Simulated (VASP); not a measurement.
# BN (R3m) in VASP: settings compared

Aim: see how the results for BN move with the level of theory and the settings. Levels: LDA, PBEsol. Tasks: single point.

Everything below comes from runs of VASP 6.6.1. Logs are shortened: lines on timing, memory, paths and dates and some standing lists are left out, and cuts for length are marked.

### Step 1. The cell of the first run

Symmetry: R3m, No. 160, trigonal system. The conventional cell has a = 2.485 Å, b = 2.485 Å, c = 10.051 Å, α = 90.00°, β = 90.00°, γ = 120.00°. N (site symmetry 3m) has 3 B at 1.43 Å within 1.9 Å. B (site symmetry 3m) has 3 N at 1.43 Å within 1.9 Å.

### Step 2. Single point, LDA (volume scaled by 0.98)

Contents of INCAR:

```
PREC     = Accurate       # precision mode
ENCUT    = 520            # plane-wave cutoff, eV
EDIFF    = 1E-6           # SCF threshold, eV
ISMEAR   = -1             # smearing method
SIGMA    = 0.05           # smearing width, eV
LREAL    = F              # projectors in reciprocal space
LASPH    = T              # aspherical terms in the spheres
NELM     = 100            # most SCF steps
ALGO     = Normal         # electronic algorithm
ISIF     = 2              # what is computed and relaxed
LWAVE    = F              # write WAVECAR
LCHARG   = F              # write CHGCAR
NBANDS   = 11             # bands
```

Contents of KPOINTS:

```
regular mesh
0
Gamma
  12 12 12
```

Contents of POSCAR:

```
BN
1.0
    1.2427247397      0.7174874630      3.3502965776
   -1.2427247397      0.7174874630      3.3502965776
    0.0000000000     -1.4349749260      3.3502965776
N B
1 1
Direct
    0.6672382000      0.6672382000      0.6672382000
    0.0003288000      0.0003288000      0.0003288000
```

Potentials or basis: VASP PAW LDA potentials, release 64 (N, B).

The run is started by

```
cat potpaw_LDA.64/N/POTCAR potpaw_LDA.64/B/POTCAR > POTCAR
mpirun -np 1 vasp_std > vasp.out
```

OUTCAR:

```text
PREC = Accurate
   ENCUT = 520
   EDIFF = 1E-6
   ISMEAR = -1
   LREAL = F
   LASPH = T
   NELM = 100
   ISIF = 2

 ion  position               nearest neighbor table
   1  0.667  0.667  0.667-   2 1.43   2 1.43   2 1.43
   2  0.000  0.000  0.000-   1 1.43   1 1.43   1 1.43

  LATTYP: Found a trigonal (rhomboedric) cell.
 ALAT       =     3.6446728517
 COS(alpha) =     0.7674786797

  Lattice vectors:

 A1 = (   1.2427247397,   0.7174874630,   3.3502965776)
 A2 = (  -1.2427247397,   0.7174874630,   3.3502965776)
 A3 = (   0.0000000000,  -1.4349749260,   3.3502965776)

Analysis of symmetry for initial positions (statically):
=====================================================================
 Subroutine PRICEL returns:
 Original cell was already a primitive cell.

 Routine SETGRP: Setting up the symmetry group for a
 trigonal (rhombohedral) supercell.

 Subroutine GETGRP returns: Found  6 space group operations
 (whereof  6 operations were pure point group operations)
 out of a pool of 12 trial point group operations.

The static configuration has the point symmetry C_3v.

Analysis of symmetry for dynamics (positions and initial velocities):
=====================================================================
 Subroutine PRICEL returns:
 Original cell was already a primitive cell.

 Routine SETGRP: Setting up the symmetry group for a
 trigonal (rhombohedral) supercell.

 Subroutine GETGRP returns: Found  6 space group operations
 (whereof  6 operations were pure point group operations)
 out of a pool of 12 trial point group operations.

The dynamic configuration has the point symmetry C_3v.

 Subroutine INISYM returns: Found  6 space group operations
 (whereof  6 operations are pure point group operations),
 and found     1 'primitive' translations

----------------------------------------------------------------------------------------

                                     Primitive cell

  volume of cell :      17.9235

  direct lattice vectors                    reciprocal lattice vectors
     1.242724740  0.717487463  3.350296578     0.402341713  0.232292096  0.099493679
    -1.242724740  0.717487463  3.350296578    -0.402341713  0.232292096  0.099493679
     0.000000000 -1.434974926  3.350296578     0.000000000 -0.464584192  0.099493679

  length of vectors
     3.644672852  3.644672852  3.644672852     0.475118368  0.475118368  0.475118368

  position of ions in fractional coordinates (direct lattice)
     0.667238200  0.667238200  0.667238200
     0.000328800  0.000328800  0.000328800

  ion indices of the primitive-cell ions
   primitive index   ion index
                 1           1
                 2           2

----------------------------------------------------------------------------------------

 KPOINTS: regular mesh

Automatic generation of k-mesh.
 Grid dimensions read from file:
 generate k-points for:   12   12   12

 Generating k-lattice:

  Cartesian coordinates                     Fractional coordinates (reciprocal lattice)
     0.033528476  0.019357675  0.008291140     0.083333333 -0.000000000 -0.000000000
    -0.033528476  0.019357675  0.008291140    -0.000000000  0.083333333 -0.000000000
     0.000000000 -0.038715349  0.008291140    -0.000000000 -0.000000000  0.083333333

  Length of vectors
     0.039593197  0.039593197  0.039593197

  Shift w.r.t. Gamma in fractional coordinates (k-lattice)
     0.000000000  0.000000000  0.000000000

 Subroutine IBZKPT returns following result:
 ===========================================

 Found    189 irreducible k-points:

 Following reciprocal coordinates:
            Coordinates               Weight
  0.000000  0.000000  0.000000      1.000000
  0.083333  0.000000 -0.000000      6.000000
  0.166667  0.000000 -0.000000      6.000000
  0.250000  0.000000  0.000000      6.000000
  0.333333  0.000000 -0.000000      6.000000
  0.416667  0.000000 -0.000000      6.000000
[... 16 lines left out ...]
  0.500000  0.166667  0.000000     12.000000
 -0.416667  0.166667  0.000000     12.000000
 [... further k-points ...]
   k-points           NKPTS =    189   k-points in BZ     NKDIM =    189   number of bands    NBANDS=     11
   number of dos      NEDOS =    301   number of ions     NIONS =      2
   total plane-waves  NPLWV =  21952
   dimension x,y,z NGX =    28 NGY =   28 NGZ =   28
   dimension x,y,z NGXF=    56 NGYF=   56 NGZF=   56
   ions per type =               1   1
   NGX,Y,Z   is equivalent  to a cutoff of  12.77, 12.77, 12.77 a.u.
   NGXF,Y,Z  is equivalent  to a cutoff of  25.54, 25.54, 25.54 a.u.
 SYSTEM =  unknown system
   PREC   = accura    normal or accurate (medium, high low for compatibility)
   ISTART =      0    job   : 0-new  1-cont  2-samecut
   ICHARG =      2    charge: 1-file 2-atom 10-const
   ISPIN  =      1    spin polarized calculation?
   LNONCOLLINEAR =      F non collinear calculations
   LSORBIT =      F    spin-orbit coupling
   LASPH  =      T    aspherical Exc in radial PAW
   ENCUT  =  520.0 eV  38.22 Ry    6.18 a.u.   6.78  6.78  6.78*2*pi/ulx,y,z
   NELM   =    100;   NELMIN=  2; NELMDL= -5     # of ELM steps
   EDIFF  = 0.1E-05   stopping-criterion for ELM
   LREAL  =      F    real-space projection
   EDIFFG = 0.1E-04   stopping-criterion for IOM
   NSW    =      0    number of steps for IOM
   IBRION =     -1    ionic relax: 0-MD 1-quasi-New 2-CG
   NFREE  =      0    steps in history (QN), initial steepest desc. (CG)
   ISIF   =      2    stress and relaxation
   ISYM   =      2    0-nonsym 1-usesym 2-fastsym
   POTIM  = 0.5000    time-step for ionic-motion
   TEBEG  =    0.0;   TEEND  =   0.0 temperature during run
   PSTRESS=    0.0 pullay stress
   NELECT =       8.0000    total number of electrons
   NUPDOWN=      -1.0000    fix difference up-down
   EMIN   =  10.00;   EMAX   =-10.00  energy-range for DOS
   EFERMI =   0.00;   METHOD = LEGACY
   ISMEAR =    -1;   SIGMA  =   0.05  broadening in eV -4-tet -1-fermi 0-gaus
   EFERMI_NEDOS =   21; number of points for ismear=-14 and -15
   IALGO  =     38    algorithm
   IMIX   =      4    mixing-type and parameters
     AMIX     =   0.40;   BMIX     =  1.00
     AMIX_MAG =   1.60;   BMIX_MAG =  1.00
  volume/ion in A,a.u.               =       8.96        60.48
  Fermi-wavevector in a.u.,A,eV,Ry     =   1.251114  2.364263 21.297014  1.565286
  Thomas-Fermi vector in A             =   2.385077
   LORBIT       =      0    0 simple, 1 ext, 2 COOP (PROOUT), +10 PAW based schemes
   GGA     = CA    functional components
   LHFCALC =     F    Hartree Fock is set to
   AEXX    =    0.0000 exact exchange contribution
   IVDW    =     0    specifies the selected vdW correction
   LEPSILON=     F    determine dielectric tensor
   LRPA    =     F    only Hartree local field effects (RPA)
 non-spin polarized calculation
  energy-cutoff  :      520.00
  volume of cell :       17.92
 maximum number of plane-waves:       505
   NGX = 13   NGY = 13   NGZ = 13

 number of electron       8.0000000 magnetization

 Free energy of the ion-electron system (eV)
  ---------------------------------------------------
  ext. energy  EPLUGINS =         0.00000000
  ---------------------------------------------------
  free energy    TOTEN  =       -19.28922282 eV

  energy without entropy =      -19.28922282  energy(sigma->0) =      -19.28922282

 E-fermi :   3.1913     XC(G=0): -10.5158

 val. band max:        2.1428313928   @ k =  -0.3333   0.3333   0.0000
 cond. band min:       6.2569429428   @ k =   0.5000   0.5000   0.0000
 fundamental gap:      4.1141115499
 Fermi energy:         3.1913265204

 k-point     1 :       0.0000    0.0000    0.0000
  band No.  band energies     occupation
      1     -15.5469      2.00000
      2      -2.1369      2.00000
      3       0.8719      2.00000
      4       0.8719      2.00000
      5       7.0221      0.00000
      6      13.8792      0.00000
      7      13.8792      0.00000
      8      15.3647      0.00000
      9      17.3358      0.00000
     10      28.1460      0.00000
     11      29.9310      0.00000

 k-point     2 :       0.0833    0.0000   -0.0000
  band No.  band energies     occupation
      1     -15.4065      2.00000
      2      -1.9859      2.00000
      3       0.3098      2.00000
      4       0.6086      2.00000
      5       7.3023      0.00000
      6      13.8111      0.00000
      7      14.4822      0.00000
      8      14.8887      0.00000
      9      17.7636      0.00000
     10      28.0273      0.00000
     11      28.5667      0.00000

 k-point     3 :       0.1667    0.0000   -0.0000
  band No.  band energies     occupation
      1     -14.9933      2.00000
      2      -1.5459      2.00000
      3      -1.0997      2.00000
      4      -0.0317      2.00000
      5       8.0490      0.00000
      6      13.5376      0.00000
      7      13.7610      0.00000
      8      16.1187      0.00000
      9      18.7700      0.00000
     10      25.2379      0.00000
     11      27.7141      0.00000

 k-point     4 :       0.2500    0.0000    0.0000
  band No.  band energies     occupation
      1     -14.3341      2.00000
      2      -2.9168      2.00000
      3      -0.8104      2.00000
      4      -0.7727      2.00000
      5       9.0908      0.00000
      6      11.8815      0.00000
      7      13.6356      0.00000
      8      18.4323      0.00000
      9      19.7319      0.00000
     10      23.0796      0.00000
     11      26.0723      0.00000

 k-point     5 :       0.3333    0.0000   -0.0000
  band No.  band energies     occupation
      1     -13.4968      2.00000
      2      -4.7304      2.00000
      3      -1.4084      2.00000
      4       0.1192      2.00000
      5       9.3976      0.00000
      6      10.9979      0.00000
      7      13.7084      0.00000
      8      19.4680      0.00000
      9      21.0221      0.00000
     10      22.3529      0.00000
     11      24.8865      0.00000
[... 211 lines left out ...]
 k-point    21 :       0.3333    0.1667    0.0000
  band No.  band energies     occupation
      1     -13.9184      2.00000
      2      -3.3269      2.00000
      3      -1.7573      2.00000
      4      -0.7149      2.00000
      5       9.8282      0.00000
      6      11.7847      0.00000
      7      14.7057      0.00000
      8      17.3442      0.00000
      9      20.4009      0.00000
     10      21.9827      0.00000
     11      26.5218      0.00000

 k-point    22 :       0.4167    0.1667    0.0000
  band No.  band energies     occupation
      1     -13.1169      2.00000
      2      -4.7369      2.00000
      3      -2.6086      2.00000
      4       0.1890      2.00000
      5       9.0449      0.00000
      6      12.5388      0.00000
      7      15.2312      0.00000
      8      17.7794      0.00000
      9      19.3326      0.00000
     10      22.6058      0.00000
     11      25.4845      0.00000

 k-point    23 :       0.5000    0.1667    0.0000
  band No.  band energies     occupation
      1     -12.3397      2.00000
      2      -5.9881      2.00000
      3      -3.1201      2.00000
      4       1.1773      2.00000
      5       7.8626      0.00000
      6      13.5785      0.00000
      7      15.4156      0.00000
      8      17.2093      0.00000
      9      19.3985      0.00000
     10      22.6017      0.00000
     11      25.6117      0.00000

 k-point    24 :      -0.4167    0.1667    0.0000
  band No.  band energies     occupation
      1     -11.9916      2.00000
      2      -6.5167      2.00000
      3      -3.2905      2.00000
      4       1.8151      2.00000
      5       7.2379      0.00000
      6      13.6619      0.00000
      7      15.5673      0.00000
      8      16.3925      0.00000
      9      19.7866      0.00000
     10      23.3023      0.00000
     11      25.3652      0.00000

 [... further k-points ...]
[... 5 lines left out ...]
  --------------------------------------------------------------------------------------
  -------------------------------------------------------------------------------------
  Total        0.2387601      0.2387601     -0.1139754      0.0000000      0.0000000      0.0000000
  in kB       21.3426567     21.3426567    -10.1882140      0.0000000      0.0000000      0.0000000
  external PRESSURE =      10.8323665 kB  Pullay stress =       0.0000000 kB

 VOLUME and BASIS-vectors are now :
 -----------------------------------------------------------------------------
  energy-cutoff  :      520.00
  volume of cell :       17.92
      direct lattice vectors                 reciprocal lattice vectors
     1.242724740  0.717487463  3.350296578     0.402341713  0.232292096  0.099493679
    -1.242724740  0.717487463  3.350296578    -0.402341713  0.232292096  0.099493679
     0.000000000 -1.434974926  3.350296578     0.000000000 -0.464584192  0.099493679

 POSITION                                       TOTAL-FORCE (eV/Angst)
 -----------------------------------------------------------------------------------
      0.00000      0.00000      6.70634         0.000000      0.000000     -0.000781
      0.00000      0.00000      0.00330         0.000000      0.000000      0.000781
 -----------------------------------------------------------------------------------
    total drift:                               -0.000000     -0.000000     -0.000046

  FREE ENERGIE OF THE ION-ELECTRON SYSTEM (eV)
  ---------------------------------------------------
  free  energy   TOTEN  =       -19.2892228179 eV

  energy  without entropy=      -19.2892228178  energy(sigma->0) =      -19.28922282
```

Wall time 32 s (1 thread of Intel Xeon Platinum 8488C (Sapphire Rapids), shared host); peak memory 0.15 GiB.

Results:

```yaml
Free_energy: -19.2892 eV
Pressure: 1.1 GPa
Band_gap_on_the_k_mesh: 4.11 eV, indirect (least direct gap 4.60 eV)
```

[end of part 1 of 4]
